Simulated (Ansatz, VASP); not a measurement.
**One calculation of P, two programs**

```
P
1.0
     2.74132    0.00000    0.00000
    -1.37066    2.37405    0.00000
     0.00000    0.00000   10.29878
P
4
Cartesian
  1.3707 2.3740 0.0000
  1.3707 2.3740 5.1494
  0.0000 1.5827 2.5747
  1.3707 0.7913 7.7241
```

Alike in both runs: task single point; functional RPBE; k mesh 15 × 15 × 4; occupations fermi-dirac, width 0.1 eV; no spin polarisation.

|  | VASP | Ansatz |
| --- | --- | --- |
| version | VASP 6.6.1 | Ansatz 0.2.0 |
| potentials or method | VASP PAW PBE potentials, release 64 (P), cutoff 520 eV | plane waves (420 eV) with PAW, scalar-relativistic |
| valence electrons in the cell | 20 | 20 |

|  | VASP | Ansatz | Ansatz less VASP |
| --- | --- | --- | --- |
| pressure (GPa) | -8.2 | -7.9 | +0.33 |
| traceless stress, the component that is largest in VASP (GPa) | 2.02 | 1.92 | -0.102 |

VASP's potentials were made for PBE, not for RPBE. The functional is the same, so the differences come from potentials, cutoffs and numerics.
